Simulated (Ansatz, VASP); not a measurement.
## Ni: VASP beside Ansatz

```xyz
2
Lattice="0.0000 1.8808 1.8808 1.8808 0.0000 1.8808 1.8808 1.8808 0.0000" Properties=species:S:1:pos:R:3 pbc="T T T"
Ni   -0.4702   -0.4702   -0.4702
Ni    0.4702    0.4702    0.4702
```

Change from the starting cell: volume scaled by 0.4, PAW files.

Alike in both runs: task single point; functional PBE; k mesh 14 × 14 × 14; occupations fermi-dirac, width 0.1 eV; collinear spin.

|  | VASP | Ansatz |
| --- | --- | --- |
| version | VASP 6.6.1 | Ansatz 0.2.0 |
| potentials or method | VASP PAW PBE potentials, release 64 (Ni) | PAW with Ansatz's default frozen-core files, scalar-relativistic |
| plane-wave cutoff (eV) | 520 | 420 |
| valence electrons in the cell | 20 | 36 |

Ansatz gave:

| Item | Value |
| --- | --- |
| pressure (GPa) | 644.8 |
| net moment per atom (μB) | 0.00 |

**Question.** Estimate VASP's values.

**Answer.** Pressure (GPa): 583.9; net moment per atom (μB): 0.00.

The pressures are high and differ by over a tenth, so treat them with care. With one functional, cell and mesh, what is left measures potentials, basis and numerics. VASP's potentials hold 20 valence electrons a cell and Ansatz's 36, so a difference there can come from the potentials and not from the codes. Ansatz's warnings: seeded moment not kept.

Noted on VASP's run: the cell as given lies far from equilibrium.
